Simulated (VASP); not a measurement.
# CuAs (P6_3/mmc) in VASP: a series of runs, part 2 of 2

VASP 6.6.1. Earlier steps stand in the parts before.

## (4) Single point, LDA

This run uses another cell than the first one, of 18.12 Å³/atom.

File INCAR:

```
SYSTEM = CuAs
PREC = Accurate
ENCUT = 520
EDIFF = 1E-6
ISMEAR = 0
SIGMA = 0.15
LREAL = .FALSE.
LASPH = .TRUE.
NELM = 100
ALGO = Normal
ISIF = 2
LWAVE = .FALSE.
LCHARG = .TRUE.
LELF = .TRUE.
LVHAR = .TRUE.
NBANDS = 24
```

File KPOINTS:

```
regular mesh
0
G
  12 12 8
  0 0 0
```

File POSCAR:

```
CuAs
1.0
    4.0443000000      0.0000000000      0.0000000000
   -2.0221500000      3.5024665405      0.0000000000
    0.0000000000      0.0000000000      5.1171000000
Cu As
2 2
Direct
    0.0000000000      0.0000000000      0.5000000000
    0.0000000000      0.0000000000      0.0000000000
    0.6666666667      0.3333333333      0.7500000000
    0.3333333333      0.6666666667      0.2500000000
```

Potentials or basis: VASP PAW LDA potentials, release 64 (Cu, As).

Run with:

```
$ cat potpaw_LDA.64/Cu/POTCAR potpaw_LDA.64/As/POTCAR > POTCAR
$ mpirun -np 1 vasp_std > vasp.out
```

OUTCAR:

```text
SYSTEM = CuAs
   PREC = Accurate
   ENCUT = 520
   EDIFF = 1E-6
   ISMEAR = 0
   LREAL = .FALSE.
   LASPH = .TRUE.
   NELM = 100
   ISIF = 2

 ion  position               nearest neighbor table
   1  0.000  0.000  0.500-   2 2.56   2 2.56   4 2.66   3 2.66   4 2.66   3 2.66   3 2.66   4 2.66

   2  0.000  0.000  0.000-   1 2.56   1 2.56   4 2.66   3 2.66   4 2.66   3 2.66   3 2.66   4 2.66

   3  0.667  0.333  0.750-   1 2.66   2 2.66   1 2.66   2 2.66   1 2.66   2 2.66
   4  0.333  0.667  0.250-   1 2.66   2 2.66   1 2.66   2 2.66   1 2.66   2 2.66

  LATTYP: Found a hexagonal cell.
 ALAT       =     4.0443000000
 C/A-ratio  =     1.2652622209

  Lattice vectors:

 A1 = (   4.0443000000,   0.0000000000,   0.0000000000)
 A2 = (  -2.0221500000,   3.5024665405,   0.0000000000)
 A3 = (   0.0000000000,   0.0000000000,   5.1171000000)

Analysis of symmetry for initial positions (statically):
=====================================================================
 Subroutine PRICEL returns:
 Original cell was already a primitive cell.

 Routine SETGRP: Setting up the symmetry group for a
 hexagonal supercell.

 Subroutine GETGRP returns: Found 24 space group operations
 (whereof 12 operations were pure point group operations)
 out of a pool of 24 trial point group operations.

The static configuration has the point symmetry D_3d.
 The point group associated with its full space group is D_6h.

Analysis of symmetry for dynamics (positions and initial velocities):
=====================================================================
 Subroutine PRICEL returns:
 Original cell was already a primitive cell.

 Routine SETGRP: Setting up the symmetry group for a
 hexagonal supercell.

 Subroutine GETGRP returns: Found 24 space group operations
 (whereof 12 operations were pure point group operations)
[... 116 lines left out ...]
   TEBEG  =    0.0;   TEEND  =   0.0 temperature during run
   PSTRESS=    0.0 pullay stress
   NELECT =      32.0000    total number of electrons
   NUPDOWN=      -1.0000    fix difference up-down
   EMIN   =  10.00;   EMAX   =-10.00  energy-range for DOS
   EFERMI =   0.00;   METHOD = LEGACY
   ISMEAR =     0;   SIGMA  =   0.15  broadening in eV -4-tet -1-fermi 0-gaus
   EFERMI_NEDOS =   21; number of points for ismear=-14 and -15
   IALGO  =     38    algorithm
   IMIX   =      4    mixing-type and parameters
     AMIX     =   0.40;   BMIX     =  1.00
     AMIX_MAG =   1.60;   BMIX_MAG =  1.00
  volume/ion in A,a.u.               =      18.12       122.29
  Fermi-wavevector in a.u.,A,eV,Ry     =   1.246554  2.355645 21.142048  1.553897
  Thomas-Fermi vector in A             =   2.380726
   LORBIT       =      0    0 simple, 1 ext, 2 COOP (PROOUT), +10 PAW based schemes
   GGA     = CA    functional components
   LHFCALC =     F    Hartree Fock is set to
   AEXX    =    0.0000 exact exchange contribution
   IVDW    =     0    specifies the selected vdW correction
   LEPSILON=     F    determine dielectric tensor
   LRPA    =     F    only Hartree local field effects (RPA)
 non-spin polarized calculation
 Gauss-broadening in eV      SIGMA  =   0.15
  energy-cutoff  :      520.00
  volume of cell :       72.48
 maximum number of plane-waves:      1981
   NGX = 15   NGY = 15   NGZ = 19

 number of electron      31.9999997 magnetization

 Free energy of the ion-electron system (eV)
  ---------------------------------------------------
  ext. energy  EPLUGINS =         0.00000000
  ---------------------------------------------------
  free energy    TOTEN  =       -19.43552538 eV

  energy without entropy =      -19.41069916  energy(sigma->0) =      -19.42311227

 E-fermi :   4.9929     XC(G=0): -10.8556

 val. band max:        4.9812933344   @ k =   0.3333   0.3333   0.1250
 cond. band min:       4.9952774236   @ k =   0.1667   0.0833   0.1250
 fundamental gap:      0.0139840892
 Fermi energy:         4.9928718919

 k-point     1 :       0.0000    0.0000    0.0000
  band No.  band energies     occupation
      1      -7.6295      2.00000
      2      -4.6511      2.00000
      3      -0.2934      2.00000
      4       0.7576      2.00000
      5       0.7576      2.00000
      6       1.0253      2.00000
[... 637 lines left out ...]
     23      12.9962      0.00000
     24      13.6718      0.00000

 [... further k-points ...]
[... 5 lines left out ...]
  --------------------------------------------------------------------------------------
  -------------------------------------------------------------------------------------
  Total       -7.0131647     -7.0131647     -6.5265322      0.0000000      0.0000000      0.0000000
  in kB     -155.0184384   -155.0184384   -144.2619532      0.0000000      0.0000000      0.0000000
  external PRESSURE =    -151.4329433 kB  Pullay stress =       0.0000000 kB

 VOLUME and BASIS-vectors are now :
 -----------------------------------------------------------------------------
  energy-cutoff  :      520.00
  volume of cell :       72.48
      direct lattice vectors                 reciprocal lattice vectors
     4.044300000  0.000000000  0.000000000     0.247261578  0.142756539  0.000000000
    -2.022150000  3.502466540  0.000000000     0.000000000  0.285513077  0.000000000
     0.000000000  0.000000000  5.117100000     0.000000000  0.000000000  0.195423189

 POSITION                                       TOTAL-FORCE (eV/Angst)
 -----------------------------------------------------------------------------------
      0.00000      0.00000      2.55855         0.000000      0.000000      0.000000
      0.00000      0.00000      0.00000         0.000000      0.000000      0.000000
      2.02215      1.16749      3.83782         0.000000      0.000000      0.000000
     -0.00000      2.33498      1.27927        -0.000000     -0.000000     -0.000000
 -----------------------------------------------------------------------------------
    total drift:                               -0.000000      0.000000     -0.000000

  FREE ENERGIE OF THE ION-ELECTRON SYSTEM (eV)
  ---------------------------------------------------
  free  energy   TOTEN  =       -19.4355253839 eV

  energy  without entropy=      -19.4106991636  energy(sigma->0) =      -19.42311227
```

OSZICAR:

```text
N       E                     dE             d eps       ncg     rms          rms(c)
DAV:   1     0.210659461625E+03    0.21066E+03   -0.13722E+04  4560   0.166E+03
DAV:   2    -0.517024818676E+01   -0.21583E+03   -0.20348E+03  4600   0.310E+02
DAV:   3    -0.216106898492E+02   -0.16440E+02   -0.15345E+02  6176   0.106E+02
DAV:   4    -0.221780912384E+02   -0.56740E+00   -0.56599E+00  5296   0.176E+01
DAV:   5    -0.221936217771E+02   -0.15531E-01   -0.15522E-01  6200   0.276E+00    0.153E+01
DAV:   6    -0.246220638655E+02   -0.24284E+01   -0.46366E+01  5336   0.188E+02    0.136E+01
DAV:   7    -0.195917660076E+02    0.50303E+01   -0.13321E+01  5424   0.892E+01    0.307E+00
DAV:   8    -0.194386243583E+02    0.15314E+00   -0.15217E+00  7176   0.256E+01    0.112E+00
DAV:   9    -0.194369610380E+02    0.16633E-02   -0.22715E-01  7112   0.535E+00    0.230E-01
DAV:  10    -0.194380401311E+02   -0.10791E-02   -0.46827E-03  6752   0.160E+00    0.356E-01
DAV:  11    -0.194355313938E+02    0.25087E-02   -0.65287E-03  5944   0.264E+00    0.829E-02
DAV:  12    -0.194356204269E+02   -0.89033E-04   -0.16409E-03  6640   0.335E-01    0.600E-02
DAV:  13    -0.194355220561E+02    0.98371E-04   -0.14062E-04  7264   0.327E-01    0.611E-03
DAV:  14    -0.194355254479E+02   -0.33918E-05   -0.41856E-05  6904   0.431E-02    0.214E-03
DAV:  15    -0.194355253839E+02    0.64002E-07   -0.47350E-07  2976   0.916E-03
   1 F= -.19435525E+02 E0= -.19423112E+02  d E =-.248262E-01
```

It took 3.1 min on 1 thread of AMD EPYC 7R43 (Zen 3), shared host; peak memory 0.22 GiB.

Results:

* Free energy: -19.4355 eV
* Pressure: -15.1 GPa
* Band gap on the k mesh: zero (bands 16 and 17 overlap by 1.79 eV)

Stress tensor (GPa, compression positive):
```
-15.50   0.00   0.00
  0.00 -15.50   0.00
  0.00   0.00 -14.43
```

Levels at points of the mesh, in eV from the Fermi level:
```
           k point  band 12  band 13  band 14  band 15  band 16  band 17  band 18  band 19  band 20  band 21
(0.00, 0.00, 0.00)    -2.48    -1.35    -0.14    -0.14     0.99     0.99     2.19     2.31     2.53     6.10
(0.50, 0.00, 0.00)    -2.56    -2.56    -2.51    -2.48    -2.25     0.18     2.14     3.27     4.48     4.76
(0.00, 0.00, 0.50)    -3.00    -1.36    -1.36     0.77     0.77     0.77     0.77     3.81     3.81     5.66
(0.50, 0.00, 0.50)    -2.88    -2.76    -2.76    -0.52    -0.52     0.22     0.22     4.23     4.23     7.52
```

Caveat: the cell stands under tension.

## (5) Overview

| cell | gap on the mesh (eV) | pressure (GPa) |
| --- | --- | --- |
| a = 4.044, b = 4.044, c = 4.988 Å, angles 90.0, 90.0, 120.0°, 4 atoms | none | -13.7 |
| a = 3.956, b = 3.956, c = 5.247 Å, angles 90.0, 90.0, 120.0°, 4 atoms | none | -14.2 |
| a = 4.044, b = 4.044, c = 5.117 Å, angles 90.0, 90.0, 120.0°, 4 atoms | none | -15.1 |

Alike in all rows: task single point; level LDA; potentials or basis VASP PAW LDA potentials, release 64 (Cu, As); no spin polarisation; k mesh 12 × 12 × 8; cutoff (eV) 520; smearing gaussian 0.15 eV.

Caveats: the cell stands under tension.

Total energies depend on the potentials used, so only differences within one code and one set of settings carry meaning.
